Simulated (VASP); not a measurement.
# C in VASP: notebook

Runs on C. Level: PBE. Tasks: single point.

Everything below comes from runs of VASP 6.6.1. Logs are shortened: lines on timing, memory, paths and dates and some standing lists are left out, and cuts for length are marked.

## Step 1: The cell of the first run

The typed cell holds 2 atoms: a = 2.198 Å, b = 2.198 Å, c = 2.198 Å, α = 120.00°, β = 120.00°, γ = 90.00°.

## Step 2: Single point, PBE

INCAR

```
SYSTEM = C
  PREC = Accurate
  ENCUT = 520
  EDIFF = 1E-6
  ISMEAR = -1
  SIGMA = 0.05
  LREAL = .False.
  LASPH = .True.
  NELM = 80
  ALGO = Normal
  ISIF = 2
  LWAVE = .False.
  LCHARG = .False.
  GGA = PE
  NBANDS = 11
```

KPOINTS

```
regular mesh
0
Gamma
  27 27 27
  0 0 0
```

POSCAR

```
C
1.0
   -1.0989481553      1.0989481553      1.5540632378
    1.0989481553     -1.0989481553      1.5540632378
    1.0989481553      1.0989481553     -1.5540632378
C
2
Direct
   -0.3750000000     -0.1250000000     -0.2500000000
    0.3750000000      0.1250000000      0.2500000000
```

Potentials or basis: VASP PAW PBE potentials, release 64 (C).

Started as:

```sh
$ cat potpaw_PBE.64/C/POTCAR > POTCAR
$ mpirun -np 1 vasp_std > vasp.out
```

OUTCAR:

```text
SYSTEM = C
   PREC = Accurate
   ENCUT = 520
   EDIFF = 1E-6
   ISMEAR = -1
   LREAL = .False.
   LASPH = .True.
   NELM = 80
   ISIF = 2
   GGA = PE

 ion  position               nearest neighbor table
   1  0.625  0.875  0.750-   2 1.35   2 1.35   2 1.35   2 1.35
   2  0.375  0.125  0.250-   1 1.35   1 1.35   1 1.35   1 1.35

  LATTYP: Found a body centered tetragonal cell.
 ALAT       =     2.1978963106
 C/A-ratio  =     1.4141369912

  Lattice vectors:

 A1 = (  -1.0989481553,   1.0989481553,   1.5540632378)
 A2 = (   1.0989481553,  -1.0989481553,   1.5540632378)
 A3 = (   1.0989481553,   1.0989481553,  -1.5540632378)

Analysis of symmetry for initial positions (statically):
=====================================================================
 Subroutine PRICEL returns:
 Original cell was already a primitive cell.

 Routine SETGRP: Setting up the symmetry group for a
 body centered tetragonal supercell.

 Subroutine GETGRP returns: Found 16 space group operations
 (whereof  4 operations were pure point group operations)
 out of a pool of 16 trial point group operations.

The static configuration has the point symmetry C_2h.
 The point group associated with its full space group is D_4h.

Analysis of symmetry for dynamics (positions and initial velocities):
=====================================================================
 Subroutine PRICEL returns:
 Original cell was already a primitive cell.

 Routine SETGRP: Setting up the symmetry group for a
 body centered tetragonal supercell.

 Subroutine GETGRP returns: Found 16 space group operations
 (whereof  4 operations were pure point group operations)
 out of a pool of 16 trial point group operations.

The dynamic configuration has the point symmetry C_2h.
 The point group associated with its full space group is D_4h.

 Subroutine INISYM returns: Found 16 space group operations
 (whereof  4 operations are pure point group operations),
 and found     1 'primitive' translations

----------------------------------------------------------------------------------------

                                     Primitive cell

  volume of cell :       7.5073

  direct lattice vectors                    reciprocal lattice vectors
    -1.098948155  1.098948155  1.554063238     0.000000000  0.454980517  0.321737229
     1.098948155 -1.098948155  1.554063238     0.454980517  0.000000000  0.321737229
     1.098948155  1.098948155 -1.554063238     0.454980517  0.454980517  0.000000000

  length of vectors
     2.197836810  2.197836810  2.197836810     0.557245113  0.557245113  0.643439618

  position of ions in fractional coordinates (direct lattice)
     0.625000000  0.875000000  0.750000000
     0.375000000  0.125000000  0.250000000

  ion indices of the primitive-cell ions
   primitive index   ion index
                 1           1
                 2           2

----------------------------------------------------------------------------------------

 KPOINTS: regular mesh

Automatic generation of k-mesh.
 Grid dimensions read from file:
 generate k-points for:   27   27   27

 Generating k-lattice:

  Cartesian coordinates                     Fractional coordinates (reciprocal lattice)
     0.000000000  0.016851130  0.011916194     0.037037037  0.000000000 -0.000000000
     0.016851130  0.000000000  0.011916194     0.000000000  0.037037037 -0.000000000
     0.016851130  0.016851130  0.000000000     0.000000000  0.000000000  0.037037037

  Length of vectors
     0.020638708  0.020638708  0.023831097

  Shift w.r.t. Gamma in fractional coordinates (k-lattice)
     0.000000000  0.000000000  0.000000000

 Subroutine IBZKPT returns following result:
 ===========================================

 Found   1470 irreducible k-points:

 Following reciprocal coordinates:
            Coordinates               Weight
  0.000000  0.000000  0.000000      1.000000
  0.037037  0.000000 -0.000000      8.000000
  0.074074  0.000000 -0.000000      8.000000
  0.111111 -0.000000  0.000000      8.000000
  0.148148 -0.000000  0.000000      8.000000
  0.185185  0.000000  0.000000      8.000000
[... 16 lines left out ...]
  0.333333  0.037037  0.000000     16.000000
  0.370370  0.037037  0.000000     16.000000
 [... further k-points ...]
   k-points           NKPTS =   1470   k-points in BZ     NKDIM =   1470   number of bands    NBANDS=     11
   number of dos      NEDOS =    301   number of ions     NIONS =      2
   total plane-waves  NPLWV =   4096
   dimension x,y,z NGX =    16 NGY =   16 NGZ =   16
   dimension x,y,z NGXF=    32 NGYF=   32 NGZF=   32
   ions per type =               2
   NGX,Y,Z   is equivalent  to a cutoff of  12.10, 12.10, 12.10 a.u.
   NGXF,Y,Z  is equivalent  to a cutoff of  24.21, 24.21, 24.21 a.u.
 SYSTEM =  C
   PREC   = accura    normal or accurate (medium, high low for compatibility)
   ISTART =      0    job   : 0-new  1-cont  2-samecut
   ICHARG =      2    charge: 1-file 2-atom 10-const
   ISPIN  =      1    spin polarized calculation?
   LNONCOLLINEAR =      F non collinear calculations
   LSORBIT =      F    spin-orbit coupling
   LASPH  =      T    aspherical Exc in radial PAW
   ENCUT  =  520.0 eV  38.22 Ry    6.18 a.u.   4.09  4.09  4.09*2*pi/ulx,y,z
   NELM   =     80;   NELMIN=  2; NELMDL= -5     # of ELM steps
   EDIFF  = 0.1E-05   stopping-criterion for ELM
   LREAL  =      F    real-space projection
   EDIFFG = 0.1E-04   stopping-criterion for IOM
   NSW    =      0    number of steps for IOM
   IBRION =     -1    ionic relax: 0-MD 1-quasi-New 2-CG
   NFREE  =      0    steps in history (QN), initial steepest desc. (CG)
   ISIF   =      2    stress and relaxation
   ISYM   =      2    0-nonsym 1-usesym 2-fastsym
   POTIM  = 0.5000    time-step for ionic-motion
   TEBEG  =    0.0;   TEEND  =   0.0 temperature during run
   PSTRESS=    0.0 pullay stress
   NELECT =       8.0000    total number of electrons
   NUPDOWN=      -1.0000    fix difference up-down
   EMIN   =  10.00;   EMAX   =-10.00  energy-range for DOS
   EFERMI =   0.00;   METHOD = LEGACY
   ISMEAR =    -1;   SIGMA  =   0.05  broadening in eV -4-tet -1-fermi 0-gaus
   EFERMI_NEDOS =   21; number of points for ismear=-14 and -15
   IALGO  =     38    algorithm
   IMIX   =      4    mixing-type and parameters
     AMIX     =   0.40;   BMIX     =  1.00
     AMIX_MAG =   1.60;   BMIX_MAG =  1.00
  volume/ion in A,a.u.               =       3.75        25.33
  Fermi-wavevector in a.u.,A,eV,Ry     =   1.672157  3.159919 38.043387  2.796110
  Thomas-Fermi vector in A             =   2.757354
   LORBIT       =      0    0 simple, 1 ext, 2 COOP (PROOUT), +10 PAW based schemes
   GGA     = PE    functional components
   LHFCALC =     F    Hartree Fock is set to
   AEXX    =    0.0000 exact exchange contribution
   IVDW    =     0    specifies the selected vdW correction
   LEPSILON=     F    determine dielectric tensor
   LRPA    =     F    only Hartree local field effects (RPA)
 non-spin polarized calculation
  energy-cutoff  :      520.00
  volume of cell :        7.51
 maximum number of plane-waves:       212
   NGX =  9   NGY =  9   NGZ =  9

 number of electron       8.0000001 magnetization

 Free energy of the ion-electron system (eV)
  ---------------------------------------------------
  ext. energy  EPLUGINS =         0.00000000
  ---------------------------------------------------
  free energy    TOTEN  =       -14.79246449 eV

  energy without entropy =      -14.79246449  energy(sigma->0) =      -14.79246449

 E-fermi :  17.5835     XC(G=0): -15.4285

 val. band max:       16.6961167755   @ k =   0.0000   0.0000   0.0000
 cond. band min:      21.8646446804   @ k =  -0.3704  -0.3704   0.3704
 fundamental gap:      5.1685279048
 Fermi energy:        17.5834702389

 k-point     1 :       0.0000    0.0000    0.0000
  band No.  band energies     occupation
      1     -11.1808      2.00000
      2      16.6950      2.00000
      3      16.6950      2.00000
      4      16.6961      2.00000
      5      23.4374      0.00000
      6      23.4382      0.00000
      7      23.4382      0.00000
      8      40.5158      0.00000
      9      42.3413      0.00000
     10      48.3590      0.00000
     11      48.3628      0.00000

 k-point     2 :       0.0370    0.0000   -0.0000
  band No.  band energies     occupation
      1     -11.1315      2.00000
      2      16.2904      2.00000
      3      16.5845      2.00000
      4      16.5852      2.00000
      5      23.5809      0.00000
      6      23.5814      0.00000
      7      23.7571      0.00000
      8      40.4084      0.00000
      9      42.4141      0.00000
     10      47.0935      0.00000
     11      47.0967      0.00000

 k-point     3 :       0.0741    0.0000   -0.0000
  band No.  band energies     occupation
      1     -10.9836      2.00000
      2      15.2558      2.00000
      3      16.2840      2.00000
      4      16.2848      2.00000
      5      23.9730      0.00000
      6      23.9735      0.00000
      7      24.5373      0.00000
      8      40.1110      0.00000
      9      42.6200      0.00000
     10      45.6432      0.00000
     11      45.6461      0.00000

 k-point     4 :       0.1111   -0.0000    0.0000
  band No.  band energies     occupation
      1     -10.7375      2.00000
      2      13.8739      2.00000
      3      15.8619      2.00000
      4      15.8627      2.00000
      5      24.5270      0.00000
      6      24.5274      0.00000
      7      25.5050      0.00000
      8      39.6775      0.00000
      9      42.9296      0.00000
     10      44.4288      0.00000
     11      44.4314      0.00000

 k-point     5 :       0.1481   -0.0000    0.0000
  band No.  band energies     occupation
      1     -10.3933      2.00000
      2      12.3183      2.00000
      3      15.3836      2.00000
      4      15.3845      2.00000
      5      25.1455      0.00000
      6      25.1459      0.00000
      7      26.5037      0.00000
      8      39.1650      0.00000
      9      43.3081      0.00000
     10      43.5066      0.00000
     11      43.5088      0.00000
[... 211 lines left out ...]
 k-point    21 :       0.2593    0.0370   -0.0000
  band No.  band energies     occupation
      1      -8.5002      2.00000
      2       6.8165      2.00000
      3      13.2416      2.00000
      4      14.2350      2.00000
      5      26.3568      0.00000
      6      27.2030      0.00000
      7      29.4861      0.00000
      8      37.2223      0.00000
      9      41.9639      0.00000
     10      44.0641      0.00000
     11      45.2258      0.00000

 k-point    22 :       0.2963    0.0370    0.0000
  band No.  band energies     occupation
      1      -7.7378      2.00000
      2       5.1868      2.00000
      3      12.9370      2.00000
      4      13.8212      2.00000
      5      26.6099      0.00000
      6      27.2925      0.00000
      7      30.1751      0.00000
      8      36.8889      0.00000
      9      42.6765      0.00000
     10      44.4435      0.00000
     11      45.8209      0.00000

 k-point    23 :       0.3333    0.0370    0.0000
  band No.  band energies     occupation
      1      -6.8818      2.00000
      2       3.6004      2.00000
      3      12.7002      2.00000
      4      13.4556      2.00000
      5      26.7545      0.00000
      6      27.2566      0.00000
      7      30.7724      0.00000
      8      36.6114      0.00000
      9      43.7320      0.00000
     10      44.8665      0.00000
     11      46.6329      0.00000

 k-point    24 :       0.3704    0.0370    0.0000
  band No.  band energies     occupation
      1      -5.9339      2.00000
      2       2.0687      2.00000
      3      12.5328      2.00000
      4      13.1441      2.00000
      5      26.8302      0.00000
      6      27.1448      0.00000
      7      31.2657      0.00000
      8      36.3849      0.00000
      9      45.0550      0.00000
     10      45.2279      0.00000
     11      47.6585      0.00000

 [... further k-points ...]

------------------------ aborting loop because EDIFF is reached ----------------------------------------

  FORCE on cell =-STRESS in cart. coord.  units (eV):
  Direction    XX          YY          ZZ          XY          YZ          ZX
  --------------------------------------------------------------------------------------
  -------------------------------------------------------------------------------------
  Total       17.9180604     17.9180604     17.9214732      0.0000000      0.0000000      0.0000000
  in kB     3824.0053574   3824.0053574   3824.7336907      0.0000000      0.0000000      0.0000000
  external PRESSURE =    3824.2481352 kB  Pullay stress =       0.0000000 kB

 VOLUME and BASIS-vectors are now :
 -----------------------------------------------------------------------------
  energy-cutoff  :      520.00
  volume of cell :        7.51
      direct lattice vectors                 reciprocal lattice vectors
    -1.098948155  1.098948155  1.554063238     0.000000000  0.454980517  0.321737229
     1.098948155 -1.098948155  1.554063238     0.454980517  0.000000000  0.321737229
     1.098948155  1.098948155 -1.554063238     0.454980517  0.454980517  0.000000000

 POSITION                                       TOTAL-FORCE (eV/Angst)
 -----------------------------------------------------------------------------------
      1.09895      0.54947      1.16555         0.000000      0.000000     -0.000000
      0.00000      0.54947      0.38852        -0.000000     -0.000000      0.000000
 -----------------------------------------------------------------------------------
    total drift:                                0.000000     -0.000000      0.000000

  FREE ENERGIE OF THE ION-ELECTRON SYSTEM (eV)
  ---------------------------------------------------
  free  energy   TOTEN  =       -14.7924644879 eV

  energy  without entropy=      -14.7924644879  energy(sigma->0) =      -14.79246449
```

It took 21 s on 1 thread of Intel Xeon 6975P-C (Granite Rapids), shared host; peak memory 0.2 GiB.

Results:

```yaml
Free_energy: -14.7925 eV
Pressure: 382.4 GPa
Band_gap_on_the_k_mesh: 5.17 eV, indirect (least direct gap 6.74 eV)
```

## Step 3: Single point, PBE

INCAR

```
SYSTEM = C
PREC     = Accurate       ! precision mode
ENCUT    = 520            ! plane-wave cutoff, eV
EDIFF    = 1E-7           ! SCF threshold, eV
ISMEAR   = -1             ! smearing method
SIGMA    = 0.05           ! smearing width, eV
LREAL    = .False.        ! projectors in reciprocal space
LASPH    = .True.         ! aspherical terms in the spheres
NELM     = 60             ! most SCF steps
ALGO     = Normal         ! electronic algorithm
ISIF     = 2              ! what is computed and relaxed
LWAVE    = .False.        ! write WAVECAR
LCHARG   = .False.        ! write CHGCAR
GGA      = PE             ! functional
NBANDS   = 11             ! bands
```

KPOINTS

```
Automatic mesh
0
Gamma
  27 27 27
  0 0 0
```

POSCAR

```
C
1.0
   -1.0989867671      1.0989867671      1.5541524033
    1.0989867671     -1.0989867671      1.5541524033
    1.0989867671      1.0989867671     -1.5541524033
C
2
Direct
   -0.3750000000     -0.1250000000     -0.2500000000
    0.3750000000      0.1250000000      0.2500000000
```

Potentials or basis: VASP PAW PBE potentials, release 64 (C).

Started as:

```sh
$ cat potpaw_PBE.64/C/POTCAR > POTCAR
$ mpirun -np 1 vasp_std > vasp.out
```

Run time: 21 s. Hardware: 1 thread of Intel Xeon 6975P-C (Granite Rapids), shared host; peak memory 0.2 GiB.

It converged, with:

* Free energy: -14.7948 eV
* Pressure: 382.2 GPa
* Band gap on the k mesh: 5.17 eV, indirect (least direct gap 6.74 eV)

Levels at points of the mesh, in eV from the valence-band top:
```csv
k point,band 2,band 3,band 4,band 5,band 6,band 7
"(0.00, 0.00, 0.00)",0.00,0.00,0.00,6.74,6.74,6.74
```
